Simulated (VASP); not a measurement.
Input of a VASP 6.6.1 run:

INCAR

```
PREC = Accurate ; ENCUT = 600
EDIFF = 1E-6 ; ISMEAR = 0
SIGMA = 0.1 ; LREAL = False
LASPH = True ; NELM = 200
ALGO = Normal ; ISIF = 2
LWAVE = False ; LCHARG = True
GGA = PE ; LELF = True
LVHAR = True ; NBANDS = 34
GGA_COMPAT = False ; LMAXMIX = 6
```

Contents of KPOINTS:

```
Automatic mesh
0
Gamma
  3 3 6
```

The input POSCAR:

```
Tb5C
1.0
    7.6154772608      0.0000000000      0.0000000000
   -3.8077386304      6.5951967698      0.0000000000
    0.0000000000      0.0000000000      3.5030356316
Tb C
5 1
Direct
    0.0000000000      0.2388950299      0.0000000000
    0.7611049701      0.7611049701      0.0000000000
    0.2388950299      0.0000000000      0.0000000000
    0.6666666667      0.3333333333      0.5000000000
    0.3333333333      0.6666666667      0.5000000000
    0.0000000000      0.0000000000      0.5000000000
```

Potentials or basis: VASP PAW PBE potentials, release 64 (Tb_3, C), 4f in core.

The run is started by

```bash
$ cat potpaw_PBE.64/Tb_3/POTCAR potpaw_PBE.64/C/POTCAR > POTCAR
$ mpirun -np 1 vasp_std > vasp.out
```

Estimate the band gap on the k mesh.

zero (an odd number of electrons rules out a gap without spin polarisation).

What does it give for the pressure?

0.3 GPa.

Estimate the largest force.

0.018 eV/Å.

Stress tensor (GPa, compression positive):
```
0.22 0.00 0.00
0.00 0.22 0.00
0.00 0.00 0.44
```

Caveat: spin-orbit coupling is left out, which moves the levels of the heavy elements; the 4f electrons are frozen in the core, so they carry no moment and show no levels. Spin polarisation is off, so any magnetic state and its effect on volume and gap are missing.
